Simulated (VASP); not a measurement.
# Ti (P6_3/mmc) in VASP: notebook

The runs below take Ti through single point, with PBE, r2SCAN.

Program: VASP 6.6.1. These are calculated values, not measurements. Logs are shortened: lines on timing, memory, paths and dates and some standing lists are left out, and cuts for length are marked.

### 1 The cell of the first run

The structure is hexagonal, space group P6_3/mmc (No. 194). The conventional cell has a = 2.950 Å, b = 2.950 Å, c = 4.686 Å, α = 90.00°, β = 90.00°, γ = 120.00°. Within 3.8 Å of Ti (site symmetry -6m2) lie 12 Ti at 2.90 to 2.95 Å.

### 2 Single point, PBE

Contents of INCAR:

```
SYSTEM = Ti
PREC = Accurate
ENCUT = 500
EDIFF = 1E-6
ISMEAR = -1
SIGMA = 0.05
LREAL = .False.
LASPH = .True.
NELM = 120
ALGO = Normal
ISIF = 2
LWAVE = .False.
LCHARG = .False.
GGA = PE
NBANDS = 19
GGA_COMPAT = .False.
```

Contents of KPOINTS:

```
Automatic mesh
0
Gamma
  14 14 8
  0 0 0
```

Contents of POSCAR:

```
Ti
1.0
    2.9499978604      0.0000000000      0.0000000000
   -1.4749989302      2.5547730882      0.0000000000
    0.0000000000      0.0000000000      4.6860000000
Ti
2
Direct
    0.3333333333      0.6666666667      0.2500000000
    0.6666666667      0.3333333333      0.7500000000
```

Potentials or basis: VASP PAW PBE potentials, release 64 (Ti_sv).

Run with:

```
> cat potpaw_PBE.64/Ti_sv/POTCAR > POTCAR
> mpirun -np 1 vasp_std > vasp.out
```

OUTCAR:

```text
SYSTEM = Ti
   PREC = Accurate
   ENCUT = 500
   EDIFF = 1E-6
   ISMEAR = -1
   LREAL = .False.
   LASPH = .True.
   NELM = 120
   ISIF = 2
   GGA = PE

 ion  position               nearest neighbor table
   1  0.333  0.667  0.250-   2 2.90   2 2.90   2 2.90   2 2.90   2 2.90   2 2.90
   2  0.667  0.333  0.750-   1 2.90   1 2.90   1 2.90   1 2.90   1 2.90   1 2.90

  LATTYP: Found a hexagonal cell.
 ALAT       =     2.9499978604
 C/A-ratio  =     1.5884757284

  Lattice vectors:

 A1 = (   2.9499978604,   0.0000000000,   0.0000000000)
 A2 = (  -1.4749989302,   2.5547730882,   0.0000000000)
 A3 = (   0.0000000000,   0.0000000000,   4.6860000000)

Analysis of symmetry for initial positions (statically):
=====================================================================
 Subroutine PRICEL returns:
 Original cell was already a primitive cell.

 Routine SETGRP: Setting up the symmetry group for a
 hexagonal supercell.

 Subroutine GETGRP returns: Found 24 space group operations
 (whereof 12 operations were pure point group operations)
 out of a pool of 24 trial point group operations.

The static configuration has the point symmetry D_3d.
 The point group associated with its full space group is D_6h.

Analysis of symmetry for dynamics (positions and initial velocities):
=====================================================================
 Subroutine PRICEL returns:
 Original cell was already a primitive cell.

 Routine SETGRP: Setting up the symmetry group for a
 hexagonal supercell.

 Subroutine GETGRP returns: Found 24 space group operations
 (whereof 12 operations were pure point group operations)
 out of a pool of 24 trial point group operations.

The dynamic configuration has the point symmetry D_3d.
 The point group associated with its full space group is D_6h.

 Subroutine INISYM returns: Found 24 space group operations
 (whereof 12 operations are pure point group operations),
 and found     1 'primitive' translations

----------------------------------------------------------------------------------------

                                     Primitive cell

  volume of cell :      35.3164

  direct lattice vectors                    reciprocal lattice vectors
     2.949997860  0.000000000  0.000000000     0.338983297  0.195712098  0.000000000
    -1.474998930  2.554773088  0.000000000     0.000000000  0.391424195  0.000000000
     0.000000000  0.000000000  4.686000000     0.000000000  0.000000000  0.213401622

[... 81 lines left out ...]
   ENCUT  =  500.0 eV  36.75 Ry    6.06 a.u.   5.38  5.38  8.54*2*pi/ulx,y,z
   NELM   =    120;   NELMIN=  2; NELMDL= -5     # of ELM steps
   EDIFF  = 0.1E-05   stopping-criterion for ELM
   LREAL  =      F    real-space projection
   EDIFFG = 0.1E-04   stopping-criterion for IOM
   NSW    =      0    number of steps for IOM
   IBRION =     -1    ionic relax: 0-MD 1-quasi-New 2-CG
   NFREE  =      0    steps in history (QN), initial steepest desc. (CG)
   ISIF   =      2    stress and relaxation
   ISYM   =      2    0-nonsym 1-usesym 2-fastsym
   POTIM  = 0.5000    time-step for ionic-motion
   TEBEG  =    0.0;   TEEND  =   0.0 temperature during run
   PSTRESS=    0.0 pullay stress
   NELECT =      24.0000    total number of electrons
   NUPDOWN=      -1.0000    fix difference up-down
   EMIN   =  10.00;   EMAX   =-10.00  energy-range for DOS
   EFERMI =   0.00;   METHOD = LEGACY
   ISMEAR =    -1;   SIGMA  =   0.05  broadening in eV -4-tet -1-fermi 0-gaus
   EFERMI_NEDOS =   21; number of points for ismear=-14 and -15
   IALGO  =     38    algorithm
   IMIX   =      4    mixing-type and parameters
     AMIX     =   0.40;   BMIX     =  1.00
     AMIX_MAG =   1.60;   BMIX_MAG =  1.00
  volume/ion in A,a.u.               =      17.66       119.16
  Fermi-wavevector in a.u.,A,eV,Ry     =   1.439306  2.719894 28.185854  2.071602
  Thomas-Fermi vector in A             =   2.558176
   LORBIT       =      0    0 simple, 1 ext, 2 COOP (PROOUT), +10 PAW based schemes
   GGA     = PE    functional components
   LHFCALC =     F    Hartree Fock is set to
   AEXX    =    0.0000 exact exchange contribution
   IVDW    =     0    specifies the selected vdW correction
   LEPSILON=     F    determine dielectric tensor
   LRPA    =     F    only Hartree local field effects (RPA)
 non-spin polarized calculation
  energy-cutoff  :      500.00
  volume of cell :       35.32
 maximum number of plane-waves:       929
 NGX is ok and might be reduce to    24
   NGX = 11   NGY = 11   NGZ = 17

 number of electron      24.0000001 magnetization

 Free energy of the ion-electron system (eV)
  ---------------------------------------------------
  ext. energy  EPLUGINS =         0.00000000
  ---------------------------------------------------
  free energy    TOTEN  =       -15.67699987 eV

  energy without entropy =      -15.66043763  energy(sigma->0) =      -15.66871875

 E-fermi :   8.1622     XC(G=0): -11.4198

 val. band max:        8.1451154171   @ k =   0.0714   0.0000   0.5000
 cond. band min:       8.1647846060   @ k =   0.2857   0.2857   0.3750
 fundamental gap:      0.0196691889
 Fermi energy:         8.1622404505

 k-point     1 :       0.0000    0.0000    0.0000
  band No.  band energies     occupation
      1     -48.7266      2.00000
      2     -48.6003      2.00000
      3     -25.2950      2.00000
      4     -24.6824      2.00000
      5     -24.6824      2.00000
      6     -24.6281      2.00000
[... 505 lines left out ...]
      6     -24.9182      2.00000
[... 11 lines left out ...]
     18      11.3826      0.00000
     19      13.7070      0.00000

 [... further k-points ...]

------------------------ aborting loop because EDIFF is reached ----------------------------------------

  FORCE on cell =-STRESS in cart. coord.  units (eV):
  Direction    XX          YY          ZZ          XY          YZ          ZX
  --------------------------------------------------------------------------------------
  -------------------------------------------------------------------------------------
  Total       -0.3886095     -0.3886095     -0.4859118      0.0000000      0.0000000      0.0000000
  in kB      -17.6298110    -17.6298110    -22.0440672      0.0000000      0.0000000      0.0000000
  external PRESSURE =     -19.1012297 kB  Pullay stress =       0.0000000 kB

 VOLUME and BASIS-vectors are now :
 -----------------------------------------------------------------------------
  energy-cutoff  :      500.00
  volume of cell :       35.32
      direct lattice vectors                 reciprocal lattice vectors
     2.949997860  0.000000000  0.000000000     0.338983297  0.195712098  0.000000000
    -1.474998930  2.554773088  0.000000000     0.000000000  0.391424195  0.000000000
     0.000000000  0.000000000  4.686000000     0.000000000  0.000000000  0.213401622

 POSITION                                       TOTAL-FORCE (eV/Angst)
 -----------------------------------------------------------------------------------
     -0.00000      1.70318      1.17150        -0.000000      0.000000      0.000000
      1.47500      0.85159      3.51450         0.000000     -0.000000      0.000000
 -----------------------------------------------------------------------------------
    total drift:                               -0.000000      0.000000     -0.000000

  FREE ENERGIE OF THE ION-ELECTRON SYSTEM (eV)
  ---------------------------------------------------
  free  energy   TOTEN  =       -15.6769998652 eV

  energy  without entropy=      -15.6604376250  energy(sigma->0) =      -15.66871875
```

Run time: 58 s. Hardware: 1 thread of Intel Xeon 6975P-C, shared host; peak memory 0.19 GiB.

What came out:

```yaml
Free_energy: -15.6770 eV
Pressure: -1.9 GPa
Band_gap_on_the_k_mesh: zero (band 12 reaches 8.93 eV, above the bottom of band 13 at 7.90 eV)
```

Stress tensor (GPa, compression positive):
```
-1.76  0.00  0.00
 0.00 -1.76  0.00
 0.00  0.00 -2.20
```

Levels at points of the mesh, in eV from the Fermi level:
| k point | band 10 | band 11 | band 12 | band 13 | band 14 | band 15 |
| --- | --- | --- | --- | --- | --- | --- |
| (0.00, 0.00, 0.00) | -2.65 | 0.70 | 0.77 | 0.77 | 0.85 | 1.25 |
| (0.50, 0.00, 0.00) | -2.11 | -1.81 | -0.63 | 0.49 | 0.60 | 1.14 |
| (0.00, 0.00, 0.50) | -4.34 | 0.07 | 0.07 | 0.68 | 0.68 | 0.68 |
| (0.50, 0.00, 0.50) | -2.50 | -0.80 | -0.80 | 1.28 | 1.28 | 1.70 |

### 3 Single point, r2SCAN

POSCAR is that of step 2.

Contents of INCAR.step1:

```
PREC = Accurate ; ENCUT = 550
ISMEAR = -1 ; SIGMA = 0.05
LREAL = F ; LASPH = T
NELM = 120 ; NBANDS = 19
GGA = PE ; ALGO = Normal
EDIFF = 1E-5 ; LWAVE = T
LCHARG = F ; GGA_COMPAT = F
```

Contents of INCAR.step2:

```
PREC = Accurate ; ENCUT = 550
EDIFF = 1E-6 ; ISMEAR = -1
SIGMA = 0.05 ; LREAL = F
LASPH = T ; NELM = 120
ALGO = Normal ; ISIF = 2
LWAVE = F ; LCHARG = F
METAGGA = R2SCAN ; LMIXTAU = T
NBANDS = 19 ; ISTART = 1
GGA_COMPAT = F
```

Contents of KPOINTS:

```
regular mesh
0
Gamma
  14 14 8
```

Potentials or basis: VASP PAW PBE potentials, release 64 (Ti_sv).

Run with:

```
> cat potpaw_PBE.64/Ti_sv/POTCAR > POTCAR
> cp INCAR.step1 INCAR
> mpirun -np 1 vasp_std > vasp.out
> cp INCAR.step2 INCAR
> mpirun -np 1 vasp_std > vasp.out
```

Wall time 3.4 min (1 thread of Intel Xeon 6975P-C, shared host); peak memory 0.21 GiB.

It converged, with:

* Free energy: -25.9056 eV
* Pressure: -1.9 GPa
* Band gap on the k mesh: zero (band 12 reaches 9.08 eV, above the bottom of band 13 at 7.86 eV)

Stress tensor (GPa, compression positive):
```
-1.68  0.00  0.00
 0.00 -1.68  0.00
 0.00  0.00 -2.38
```

Levels at points of the mesh, in eV from the Fermi level:
```
           k point  band 9  band 10  band 11  band 12  band 13  band 14  band 15  band 16
(0.00, 0.00, 0.00)   -6.59    -2.83     0.48     0.86     0.86     0.93     1.37     1.37
(0.50, 0.00, 0.00)   -2.50    -2.24    -1.90    -0.85     0.62     0.66     1.22     3.48
(0.00, 0.00, 0.50)   -4.68    -4.68     0.05     0.05     0.78     0.78     0.78     0.78
(0.50, 0.00, 0.50)   -2.64    -2.64    -0.86    -0.86     1.20     1.20     1.88     1.88
```

Caveat: the PAW data sets were made with another functional, which shifts forces and pressure a little.
